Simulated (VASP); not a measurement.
# Na (P6_3/mmc) in VASP: further runs

Na is run at these levels: LDA; tasks: single point.

Program: VASP 6.6.1. These are calculated values, not measurements. Logs are shortened: lines on timing, memory, paths and dates and some standing lists are left out, and cuts for length are marked.

**1. The cell of the first run**

Symmetry: P6_3/mmc, No. 194, hexagonal system. The conventional cell has a = 3.660 Å, b = 3.660 Å, c = 5.746 Å, α = 90.00°, β = 90.00°, γ = 120.00°. Na (site symmetry -6m2) has 12 Na at 3.57 to 3.66 Å within 4.7 Å.

**2. Single point, LDA**

INCAR

```
ALGO     = Normal         # electronic algorithm
EDIFF    = 1E-6           # SCF threshold, eV
ENCUT    = 500            # plane-wave cutoff, eV
GGA      = CA             # functional
GGA_COMPAT= F            
ISIF     = 2              # what is computed and relaxed
ISMEAR   = 1              # smearing method
LASPH    = T              # aspherical terms in the spheres
LCHARG   = T              # write CHGCAR
LELF     = T              # ELF
LREAL    = F              # projectors in reciprocal space
LVHAR    = T            
LWAVE    = F              # write WAVECAR
NBANDS   = 14             # bands
NELM     = 120            # most SCF steps
PREC     = Accurate       # precision mode
SIGMA    = 0.1            # smearing width, eV
```

KPOINTS

```
k-points
0
Gamma
  6 6 4
```

POSCAR

```
Na
1.0
    3.6602509492      0.0000000000      0.0000000000
   -1.8301254746      3.1698703062      0.0000000000
    0.0000000000      0.0000000000      5.7456104300
Na
2
Direct
    0.3333333333      0.6666666667      0.2500000000
    0.6666666667      0.3333333333      0.7500000000
```

Potentials or basis: VASP PAW LDA potentials, release 64 (Na_pv).

On the command line:

```
> cat potpaw_LDA.64/Na_pv/POTCAR > POTCAR
> mpirun -np 1 vasp_std > vasp.out
```

OUTCAR:

```text
EDIFF = 1E-6
   ENCUT = 500
   GGA = CA
   ISIF = 2
   ISMEAR = 1
   LASPH = T
   LREAL = F
   NELM = 120
   PREC = Accurate

 ion  position               nearest neighbor table
   1  0.333  0.667  0.250-
   2  0.667  0.333  0.750-

  LATTYP: Found a hexagonal cell.
 ALAT       =     3.6602509492
 C/A-ratio  =     1.5697312861

  Lattice vectors:

 A1 = (   3.6602509492,   0.0000000000,   0.0000000000)
 A2 = (  -1.8301254746,   3.1698703062,   0.0000000000)
 A3 = (   0.0000000000,   0.0000000000,   5.7456104300)

Analysis of symmetry for initial positions (statically):
=====================================================================
 Subroutine PRICEL returns:
 Original cell was already a primitive cell.

 Routine SETGRP: Setting up the symmetry group for a
 hexagonal supercell.

 Subroutine GETGRP returns: Found 24 space group operations
 (whereof 12 operations were pure point group operations)
 out of a pool of 24 trial point group operations.

The static configuration has the point symmetry D_3d.
 The point group associated with its full space group is D_6h.

Analysis of symmetry for dynamics (positions and initial velocities):
=====================================================================
 Subroutine PRICEL returns:
 Original cell was already a primitive cell.

 Routine SETGRP: Setting up the symmetry group for a
 hexagonal supercell.

 Subroutine GETGRP returns: Found 24 space group operations
 (whereof 12 operations were pure point group operations)
 out of a pool of 24 trial point group operations.

The dynamic configuration has the point symmetry D_3d.
 The point group associated with its full space group is D_6h.

 Subroutine INISYM returns: Found 24 space group operations
 (whereof 12 operations are pure point group operations),
 and found     1 'primitive' translations

----------------------------------------------------------------------------------------

                                     Primitive cell

  volume of cell :      66.6636

  direct lattice vectors                    reciprocal lattice vectors
     3.660250949  0.000000000  0.000000000     0.273205311  0.157735160  0.000000000
    -1.830125475  3.169870306  0.000000000     0.000000000  0.315470320  0.000000000
     0.000000000  0.000000000  5.745610430     0.000000000  0.000000000  0.174045911

  length of vectors
     3.660250949  3.660250949  5.745610430     0.315470320  0.315470320  0.174045911

  position of ions in fractional coordinates (direct lattice)
[... 85 lines left out ...]
   PSTRESS=    0.0 pullay stress
   NELECT =      14.0000    total number of electrons
   NUPDOWN=      -1.0000    fix difference up-down
   EMIN   =  10.00;   EMAX   =-10.00  energy-range for DOS
   EFERMI =   0.00;   METHOD = LEGACY
   ISMEAR =     1;   SIGMA  =   0.10  broadening in eV -4-tet -1-fermi 0-gaus
   EFERMI_NEDOS =   21; number of points for ismear=-14 and -15
   IALGO  =     38    algorithm
   IMIX   =      4    mixing-type and parameters
     AMIX     =   0.40;   BMIX     =  1.00
     AMIX_MAG =   1.60;   BMIX_MAG =  1.00
  volume/ion in A,a.u.               =      33.33       224.93
  Fermi-wavevector in a.u.,A,eV,Ry     =   0.973094  1.838880 12.883511  0.946911
  Thomas-Fermi vector in A             =   2.103445
   LORBIT       =      0    0 simple, 1 ext, 2 COOP (PROOUT), +10 PAW based schemes
   GGA     = CA    functional components
   LHFCALC =     F    Hartree Fock is set to
   AEXX    =    0.0000 exact exchange contribution
   IVDW    =     0    specifies the selected vdW correction
   LEPSILON=     F    determine dielectric tensor
   LRPA    =     F    only Hartree local field effects (RPA)
 non-spin polarized calculation
 Methfessel and Paxton  Order N= 1 SIGMA  =   0.10
  energy-cutoff  :      500.00
  volume of cell :       66.66
 maximum number of plane-waves:      1719
 NGX is ok and might be reduce to    28

 number of electron      14.0000006 magnetization

 Free energy of the ion-electron system (eV)
  ---------------------------------------------------
  ext. energy  EPLUGINS =         0.00000000
  ---------------------------------------------------
  free energy    TOTEN  =        -2.92058310 eV

  energy without entropy =       -2.92049983  energy(sigma->0) =       -2.92055534

 E-fermi :   0.2358     XC(G=0):  -7.0324

 val. band max:        0.1662399834   @ k =   0.3333   0.1667   0.2500
 cond. band min:       0.6431310480   @ k =   0.5000  -0.0000   0.0000
 fundamental gap:      0.4768910646
 Fermi energy:         0.2357640538

 k-point     1 :       0.0000    0.0000    0.0000
  band No.  band energies     occupation
      1     -24.4474      2.00000
      2     -24.3983      2.00000
      3     -24.3983      2.00000
      4     -24.3899      2.00000
      5     -24.3894      2.00000
      6     -24.3894      2.00000
      7      -3.0426      2.00000
      8       1.2599     -0.00000
      9       1.7490     -0.00000
     10      10.6812      0.00000
     11      10.6812      0.00000
     12      11.0697      0.00000
     13      11.0697      0.00000
     14      11.5205      0.00000
[... 326 lines left out ...]
      1     -24.4329      2.00000
      2     -24.4329      2.00000
      3     -24.4179      2.00000
      4     -24.4179      2.00000
      5     -24.3984      2.00000
      6     -24.3984      2.00000
      7       2.6014      0.00000
      8       2.6014      0.00000
      9       2.7897      0.00000
     10       2.7897      0.00000
     11       3.7271      0.00000
     12       3.7271      0.00000
     13      11.2940      0.00000
     14      11.2940      0.00000

------------------------ aborting loop because EDIFF is reached ----------------------------------------

  FORCE on cell =-STRESS in cart. coord.  units (eV):
  Direction    XX          YY          ZZ          XY          YZ          ZX
  --------------------------------------------------------------------------------------
  -------------------------------------------------------------------------------------
  Total       -0.0118010     -0.0118010      0.0157155      0.0000000      0.0000000      0.0000000
  in kB       -0.2836225     -0.2836225      0.3777019      0.0000000      0.0000000      0.0000000
  external PRESSURE =      -0.0631810 kB  Pullay stress =       0.0000000 kB

 VOLUME and BASIS-vectors are now :
 -----------------------------------------------------------------------------
  energy-cutoff  :      500.00
  volume of cell :       66.66
      direct lattice vectors                 reciprocal lattice vectors
     3.660250949  0.000000000  0.000000000     0.273205311  0.157735160  0.000000000
    -1.830125475  3.169870306  0.000000000     0.000000000  0.315470320  0.000000000
     0.000000000  0.000000000  5.745610430     0.000000000  0.000000000  0.174045911

 POSITION                                       TOTAL-FORCE (eV/Angst)
 -----------------------------------------------------------------------------------
     -0.00000      2.11325      1.43640         0.000000      0.000000     -0.000000
      1.83013      1.05662      4.30921        -0.000000      0.000000      0.000000
 -----------------------------------------------------------------------------------
    total drift:                               -0.000000      0.000000      0.000000

  FREE ENERGIE OF THE ION-ELECTRON SYSTEM (eV)
  ---------------------------------------------------
  free  energy   TOTEN  =        -2.9205830955 eV

  energy  without entropy=       -2.9204998276  energy(sigma->0) =       -2.92055534
```

Wall time 9.3 s (1 thread of Intel Xeon Platinum 8259CL at 2.50GHz (Skylake/Cascade Lake), shared host); peak memory 0.14 GiB.

Results:

* Free energy: -2.9206 eV
* Pressure: 0.0 GPa
* Band gap on the k mesh: zero (band 7 reaches 2.60 eV, above the bottom of band 8 at -1.87 eV)

Levels at points of the mesh, in eV from the Fermi level:
```tsv
k point	band 4	band 5	band 6	band 7	band 8	band 9	band 10	band 11
(0.00, 0.00, 0.00)	-24.63	-24.63	-24.63	-3.28	1.02	1.51	10.45	10.45
(0.50, 0.00, 0.00)	-24.65	-24.64	-24.63	0.41	0.51	4.40	4.44	5.07
(0.00, 0.00, 0.50)	-24.63	-24.63	-24.63	-2.11	-2.11	6.57	6.57	11.08
(0.50, 0.00, 0.50)	-24.64	-24.64	-24.64	1.33	1.33	1.83	1.83	8.35
```

**3. Single point, LDA**

This run uses another cell than the first one, of 32.94 Å³/atom, 0.988 times its volume.

INCAR

```
SYSTEM = Na
PREC     = Accurate       ! precision mode
ENCUT    = 500            ! plane-wave cutoff, eV
EDIFF    = 1E-6           ! SCF threshold, eV
ISMEAR   = 1              ! smearing method
SIGMA    = 0.1            ! smearing width, eV
LREAL    = .False.        ! projectors in reciprocal space
LASPH    = .True.         ! aspherical terms in the spheres
NELM     = 120            ! most SCF steps
ALGO     = Normal         ! electronic algorithm
ISIF     = 2              ! what is computed and relaxed
LWAVE    = .False.        ! write WAVECAR
LCHARG   = .False.        ! write CHGCAR
GGA      = CA             ! functional
NBANDS   = 14             ! bands
GGA_COMPAT= .False.
```

KPOINTS

```
regular mesh
0
Gamma
  7 7 4
  0 0 0
```

POSCAR

```
Na
1.0
    3.5889015771      0.0000000000      0.0000000000
   -1.7944507885      3.1080799374      0.0000000000
    0.0000000000      0.0000000000      5.9069319292
Na
2
Direct
    0.3333333333      0.6666666667      0.2500000000
    0.6666666667      0.3333333333      0.7500000000
```

Potentials or basis: VASP PAW LDA potentials, release 64 (Na_pv).

On the command line:

```
> cat potpaw_LDA.64/Na_pv/POTCAR > POTCAR
> mpirun -np 1 vasp_std > vasp.out
```

It took 11 s on 1 thread of Intel Xeon Platinum 8259CL at 2.50GHz (Skylake/Cascade Lake), shared host; peak memory 0.15 GiB.

Results (log left out):

```yaml
Free_energy: -2.9216 eV
Pressure: 0.1 GPa
Band_gap_on_the_k_mesh: zero (band 7 reaches 1.86 eV, above the bottom of band 8 at -1.92 eV)
```

Stress tensor (GPa, compression positive):
```
0.06 0.00 0.00
0.00 0.06 0.00
0.00 0.00 0.15
```

Levels at points of the mesh, in eV from the Fermi level:
```
           k point  band 3  band 4  band 5  band 6  band 7  band 8  band 9  band 10  band 11  band 12
(0.00, 0.00, 0.00)  -24.73  -24.72  -24.72  -24.72   -3.41    0.68    1.12    10.81    10.81    11.27
(0.00, 0.00, 0.50)  -24.73  -24.73  -24.73  -24.73   -2.30   -2.30    5.95     5.95    11.40    11.40
```

**4. Single point, LDA**

This run uses another cell than the first one, of the same volume but with other edges.

INCAR

```
PREC = Accurate ; ENCUT = 500
EDIFF = 1E-6 ; ISMEAR = 1
SIGMA = 0.1 ; LREAL = F
LASPH = T ; NELM = 120
ALGO = Normal ; ISIF = 2
LWAVE = F ; LCHARG = T
GGA = CA ; LELF = T
LVHAR = T ; NBANDS = 14
GGA_COMPAT = F
```

KPOINTS

```
Automatic mesh
0
Gamma
  7 7 4
```

POSCAR

```
Na
1.0
    3.6009449612      0.0000000000      0.0000000000
   -1.8004724806      3.1185098140      0.0000000000
    0.0000000000      0.0000000000      5.9267539970
Na
2
Direct
    0.3333333333      0.6666666667      0.2500000000
    0.6666666667      0.3333333333      0.7500000000
```

Potentials or basis: VASP PAW LDA potentials, release 64 (Na_pv).

On the command line:

```
> cat potpaw_LDA.64/Na_pv/POTCAR > POTCAR
> mpirun -np 1 vasp_std > vasp.out
```

OUTCAR:

```text
PREC = Accurate
   ENCUT = 500
   EDIFF = 1E-6
   ISMEAR = 1
   LREAL = F
   LASPH = T
   NELM = 120
   ISIF = 2
   GGA = CA

 ion  position               nearest neighbor table
   1  0.333  0.667  0.250-
   2  0.667  0.333  0.750-

  LATTYP: Found a hexagonal cell.
 ALAT       =     3.6009449612
 C/A-ratio  =     1.6458885267

  Lattice vectors:

 A1 = (   3.6009449612,   0.0000000000,   0.0000000000)
 A2 = (  -1.8004724806,   3.1185098140,   0.0000000000)
 A3 = (   0.0000000000,   0.0000000000,   5.9267539970)

Analysis of symmetry for initial positions (statically):
=====================================================================
 Subroutine PRICEL returns:
 Original cell was already a primitive cell.

 Routine SETGRP: Setting up the symmetry group for a
 hexagonal supercell.

 Subroutine GETGRP returns: Found 24 space group operations
 (whereof 12 operations were pure point group operations)
 out of a pool of 24 trial point group operations.

The static configuration has the point symmetry D_3d.
 The point group associated with its full space group is D_6h.

Analysis of symmetry for dynamics (positions and initial velocities):
=====================================================================
 Subroutine PRICEL returns:
 Original cell was already a primitive cell.

 Routine SETGRP: Setting up the symmetry group for a
 hexagonal supercell.

 Subroutine GETGRP returns: Found 24 space group operations
 (whereof 12 operations were pure point group operations)
 out of a pool of 24 trial point group operations.

The dynamic configuration has the point symmetry D_3d.
 The point group associated with its full space group is D_6h.

 Subroutine INISYM returns: Found 24 space group operations
 (whereof 12 operations are pure point group operations),
 and found     1 'primitive' translations
[... 119 lines left out ...]
   GGA     = CA    functional components
   LHFCALC =     F    Hartree Fock is set to
   AEXX    =    0.0000 exact exchange contribution
   IVDW    =     0    specifies the selected vdW correction
   LEPSILON=     F    determine dielectric tensor
   LRPA    =     F    only Hartree local field effects (RPA)
 non-spin polarized calculation
 Methfessel and Paxton  Order N= 1 SIGMA  =   0.10
  energy-cutoff  :      500.00
  volume of cell :       66.55
 maximum number of plane-waves:      1713
 NGX is ok and might be reduce to    28

 number of electron      14.0000007 magnetization

 Free energy of the ion-electron system (eV)
  ---------------------------------------------------
  ext. energy  EPLUGINS =         0.00000000
  ---------------------------------------------------
  free energy    TOTEN  =        -2.92179458 eV

  energy without entropy =       -2.92161795  energy(sigma->0) =       -2.92173571

 E-fermi :   0.3473     XC(G=0):  -7.0375

 val. band max:        0.3223509665   @ k =   0.1429   0.1429   0.2500
 cond. band min:       0.6258930250   @ k =   0.2857   0.0000   0.2500
 fundamental gap:      0.3035420585
 Fermi energy:         0.3473332206

 k-point     1 :       0.0000    0.0000    0.0000
  band No.  band energies     occupation
      1     -24.4332      2.00000
      2     -24.3891      2.00000
      3     -24.3891      2.00000
      4     -24.3822      2.00000
      5     -24.3822      2.00000
      6     -24.3817      2.00000
      7      -3.0412      2.00000
      8       1.0300     -0.00000
      9       1.4528     -0.00000
     10      11.1018      0.00000
     11      11.1018      0.00000
     12      11.5470      0.00000
     13      11.5470      0.00000
     14      11.5586      0.00000
[... 377 lines left out ...]
      1     -24.4252      2.00000
      2     -24.4252      2.00000
      3     -24.4104      2.00000
      4     -24.4104      2.00000
      5     -24.3919      2.00000
      6     -24.3919      2.00000
      7       1.7327     -0.00000
      8       1.7327     -0.00000
      9       3.5408      0.00000
     10       3.5408      0.00000
     11       4.3987      0.00000
     12       4.3987      0.00000
     13      10.0054      0.00000
     14      10.0054      0.00000

------------------------ aborting loop because EDIFF is reached ----------------------------------------

  FORCE on cell =-STRESS in cart. coord.  units (eV):
  Direction    XX          YY          ZZ          XY          YZ          ZX
  --------------------------------------------------------------------------------------
  -------------------------------------------------------------------------------------
  Total       -0.0083215     -0.0083215      0.0292782      0.0000000      0.0000000      0.0000000
  in kB       -0.2003235     -0.2003235      0.7048131      0.0000000      0.0000000      0.0000000
  external PRESSURE =       0.1013887 kB  Pullay stress =       0.0000000 kB

 VOLUME and BASIS-vectors are now :
 -----------------------------------------------------------------------------
  energy-cutoff  :      500.00
  volume of cell :       66.55
      direct lattice vectors                 reciprocal lattice vectors
     3.600944961  0.000000000  0.000000000     0.277704883  0.160332989  0.000000000
    -1.800472481  3.118509814  0.000000000     0.000000000  0.320665978  0.000000000
     0.000000000  0.000000000  5.926753997     0.000000000  0.000000000  0.168726423

 POSITION                                       TOTAL-FORCE (eV/Angst)
 -----------------------------------------------------------------------------------
     -0.00000      2.07901      1.48169         0.000000      0.000000      0.000000
      1.80047      1.03950      4.44507        -0.000000     -0.000000      0.000000
 -----------------------------------------------------------------------------------
    total drift:                                0.000000     -0.000000      0.000000

  FREE ENERGIE OF THE ION-ELECTRON SYSTEM (eV)
  ---------------------------------------------------
  free  energy   TOTEN  =        -2.9217945832 eV

  energy  without entropy=       -2.9216179527  energy(sigma->0) =       -2.92173571
```

stdout:

```text
POSCAR found type information on POSCAR Na
 POSCAR found :  1 types and       2 ions
 scaLAPACK will be used
 LDA part: xc-table for (Slater(with rela. corr.)+CA(PZ))
 , standard interpolation
 POSCAR, INCAR and KPOINTS ok, starting setup
 FFT: planning ... GRIDC
 FFT: planning ... GRID_SOFT
 FFT: planning ... GRID
 WAVECAR not read
 entering main loop
```

Run time: 12 s. Hardware: 1 thread of Intel Xeon Platinum 8259CL at 2.50GHz (Skylake/Cascade Lake), shared host; peak memory 0.15 GiB.

What came out:

```
Free energy            : -2.9218 eV
Pressure               : 0.0 GPa
Band gap on the k mesh : zero (band 7 reaches 1.82 eV, above the bottom of band 8 at -1.94 eV)
```

Stress tensor (GPa, compression positive):
```
-0.02  0.00  0.00
 0.00 -0.02  0.00
 0.00  0.00  0.07
```

**5. Single point, LDA**

This run uses another cell than the first one, of the same volume but with other edges.

INCAR

```
SYSTEM = Na
  PREC = Accurate
  ENCUT = 500
  EDIFF = 1E-6
  ISMEAR = 1
  SIGMA = 0.1
  LREAL = .False.
  LASPH = .True.
  NELM = 120
  ALGO = Normal
  ISIF = 2
  LWAVE = .False.
  LCHARG = .False.
  GGA = CA
  NBANDS = 14
  GGA_COMPAT = .False.
```

KPOINTS

```
regular mesh
0
Gamma
  7 7 4
  0 0 0
```

POSCAR is that of step 4.

On the command line:

```
> cat potpaw_LDA.64/Na_pv/POTCAR > POTCAR
> mpirun -np 1 vasp_std > vasp.out
```

It took 12 s on 1 thread of Intel Xeon Platinum 8259CL at 2.50GHz (Skylake/Cascade Lake), shared host; peak memory 0.15 GiB.

The run converged. Its results:

- Free energy: -2.9218 eV
- Pressure: 0.0 GPa
- Band gap on the k mesh: zero (band 7 reaches 1.82 eV, above the bottom of band 8 at -1.94 eV)

Stress tensor (GPa, compression positive):
```
-0.02  0.00  0.00
 0.00 -0.02  0.00
 0.00  0.00  0.07
```

Levels at points of the mesh, in eV from the Fermi level:
| k point | band 4 | band 5 | band 6 | band 7 | band 8 | band 9 | band 10 | band 11 |
| --- | --- | --- | --- | --- | --- | --- | --- | --- |
| (0.00, 0.00, 0.00) | -24.73 | -24.73 | -24.73 | -3.39 | 0.68 | 1.11 | 10.75 | 10.75 |
| (0.00, 0.00, 0.50) | -24.73 | -24.73 | -24.73 | -2.29 | -2.29 | 5.91 | 5.91 | 11.34 |

**6. The runs side by side**

```csv
cell,k mesh,gap on the mesh (eV),pressure (GPa)
"a = 3.660, b = 3.660, c = 5.746 Å, angles 90.0, 90.0, 120.0°, 2 atoms",6 × 6 × 4,none,0.0
"a = 3.589, b = 3.589, c = 5.907 Å, angles 90.0, 90.0, 120.0°, 2 atoms",7 × 7 × 4,none,0.1
"a = 3.601, b = 3.601, c = 5.927 Å, angles 90.0, 90.0, 120.0°, 2 atoms",7 × 7 × 4,none,0.0
```

Alike in all rows: task single point; level LDA; potentials or basis VASP PAW LDA potentials, release 64 (Na_pv); no spin polarisation; cutoff (eV) 500; smearing methfessel-paxton 0.1 eV.

Total energies depend on the potentials used, so only differences within one code and one set of settings carry meaning.
